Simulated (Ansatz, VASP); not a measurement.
One calculation of InSe, two programs

File INCAR:

```
SYSTEM = InSe
AGGAC = 1.0 ; AGGAX = 1.0
ALDAC = 0.0 ; ALDAX = 1.0
ALGO = Normal ; EDIFF = 1E-6
EDIFFG = -0.01 ; ENCUT = 600
GGA = B5 ; IBRION = 2
ISIF = 3 ; ISMEAR = -1
IVDW = 13 ; LASPH = .TRUE.
LCHARG = .FALSE. ; LREAL = .FALSE.
LWAVE = .FALSE. ; NELM = 100
NSW = 60 ; PREC = Accurate
SIGMA = 0.05 ; VDW_A1 = 0.44488865
VDW_A2 = 4.0933009 ; VDW_S6 = 1.0
VDW_S8 = 2.34076671
```

File KPOINTS:

```
k-points
0
G
  8 8 2
  0 0 0
```

File POSCAR:

```
InSe
1.0
    4.0473293151      0.0000000000      0.0000000000
   -2.0236646576      3.5050900044      0.0000000000
    0.0000000000      0.0000000000     18.0520649100
In Se
4 4
Direct
    0.3333333333      0.6666666667      0.0773904900
    0.3333333333      0.6666666667      0.9226095100
    0.0000000000      0.0000000000      0.4226063200
    0.0000000000      0.0000000000      0.5773936800
    0.3333333333      0.6666666667      0.3529842800
    0.3333333333      0.6666666667      0.6470157200
    0.6666666667      0.3333333333      0.1469999300
    0.6666666667      0.3333333333      0.8530000700
```

Contents of input.yaml:

```yaml
crystal:
  lattice:
    - [4.0473293151, 0.0, 0.0]
    - [-2.0236646576, 3.5050900044, 0.0]
    - [0.0, 0.0, 18.05206491]
  atoms:
    - { symbol: In, position: [0.3333333333, 0.6666666667, 0.07739049] }
    - { symbol: In, position: [0.3333333333, 0.6666666667, 0.92260951] }
    - { symbol: In, position: [0.0, 0.0, 0.42260632] }
    - { symbol: In, position: [0.0, 0.0, 0.57739368] }
    - { symbol: Se, position: [0.3333333333, 0.6666666667, 0.35298428] }
    - { symbol: Se, position: [0.3333333333, 0.6666666667, 0.64701572] }
    - { symbol: Se, position: [0.6666666667, 0.3333333333, 0.14699993] }
    - { symbol: Se, position: [0.6666666667, 0.3333333333, 0.85300007] }
hamiltonian:
  xc: blyp
  pseudopotentials: { kind: paw }
  dispersion: d4
kpoints:
  mp_grid: { grid: [8, 8, 2] }
scf:
  occupations: { method: fermi_dirac, width: 0.05 }
output:
  forces: true
  stress: true
  eigenvalues: true
relax:
  f_tol: 0.01
  max_steps: 40
  cell: { stress_tol: 0.05 }
```

Alike in both runs: task relaxation of cell and atoms; functional BLYP; dispersion D4; k mesh 8 × 8 × 2; occupations fermi-dirac, width 0.05 eV; no spin polarisation.

|  | VASP | Ansatz |
| --- | --- | --- |
| version | VASP 6.6.1 | Ansatz 0.2.0 |
| potentials or method | VASP PAW PBE potentials, release 64 (In_d, Se) | Ansatz PAW |
| plane-wave cutoff (eV) | 600 | 420 |
| valence electrons in the cell | 76 | 116 |

|  | VASP | Ansatz | Ansatz less VASP |
| --- | --- | --- | --- |
| gap on the k mesh at the Fermi level, each at its own relaxed structure (eV) | none | none | - |
| relaxed volume (Å³/atom) | 29.79 | 29.71 | -0.082 |
| relaxed length of the cell vector where the two differ most in proportion (Å) | 16.386 | 16.355 | -0.0312 |

VASP's potentials were made for PBE, not for BLYP. A gap of «none» marks a metal or a gap that the smearing closes. VASP's potentials hold 76 valence electrons a cell and Ansatz's 116, so a difference there can come from the potentials and not from the codes.

Noted on Ansatz's run: the plane-wave basis is chosen anew once the cell has moved, so the energies of steps on either side of that aren't comparable.
